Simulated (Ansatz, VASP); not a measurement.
# BaTe: VASP beside Ansatz

POSCAR

```
BaTe
1.0
    0.0000000000      3.5078975365      3.5078975365
    3.5078975365      0.0000000000      3.5078975365
    3.5078975365      3.5078975365      0.0000000000
Ba Te
1 1
Direct
    0.5000000000      0.5000000000      0.5000000000
    0.0000000000      0.0000000000      0.0000000000
```

The input INCAR.step1:

```
ALGO = Normal
EDIFF = 1E-4
ENCUT = 520
GGA = PE
ISMEAR = 0
LASPH = True
LCHARG = False
LREAL = False
LWAVE = True
NBANDS = 15
NELM = 60
PREC = Accurate
SIGMA = 0.05
```

INCAR.step2

```
ALGO = Normal
EDIFF = 1E-7
ENCUT = 520
ISIF = 2
ISMEAR = 0
ISTART = 1
LASPH = True
LCHARG = True
LELF = True
LMIXTAU = True
LREAL = False
LVHAR = True
LWAVE = False
METAGGA = R2SCAN
NBANDS = 15
NELM = 60
PREC = Accurate
SIGMA = 0.05
```

KPOINTS

```
k-points
0
Gamma
  6 6 6
```

Input for Ansatz:

```yaml
crystal:
  lattice:
    - [0.0, 3.5078975365, 3.5078975365]
    - [3.5078975365, 0.0, 3.5078975365]
    - [3.5078975365, 3.5078975365, 0.0]
  atoms:
    - { symbol: Ba, position: [0.5, 0.5, 0.5] }
    - { symbol: Te, position: [0.0, 0.0, 0.0] }
basis:
  ecutwfc: 500
  ecutrho_ratio: 4
kpoints:
  mp_grid: { grid: [6, 6, 6] }
hamiltonian:
  xc: r2scan
scf:
  occupations: { method: gaussian, width: 0.05 }
output:
  forces: true
  stress: true
  eigenvalues: true
```

Alike in both runs: task single point; functional r2SCAN; k mesh 6 × 6 × 6; occupations gaussian, width 0.05 eV; no spin polarisation.

|  | VASP | Ansatz |
| --- | --- | --- |
| version | VASP 6.6.1 | Ansatz 0.2.0 |
| potentials or method | VASP PAW PBE potentials, release 64 (Ba_sv, Te), cutoff 520 eV | scalar-relativistic, plane waves, PAW |
| valence electrons in the cell | 16 | 26 |

VASP gave:

- gap on the k mesh at the Fermi level (eV): 1.89
- least direct gap on the mesh (eV): 2.28
- pressure (GPa): 1.0

Which values does Ansatz return?

gap on the k mesh at the Fermi level (eV): 1.96; least direct gap on the mesh (eV): 2.32; pressure (GPa): 0.6.

VASP's potentials were made for PBE, not for r2SCAN. VASP's potentials hold 16 valence electrons a cell and Ansatz's 26, so a difference there can come from the potentials and not from the codes.

Spin-orbit coupling is off throughout.
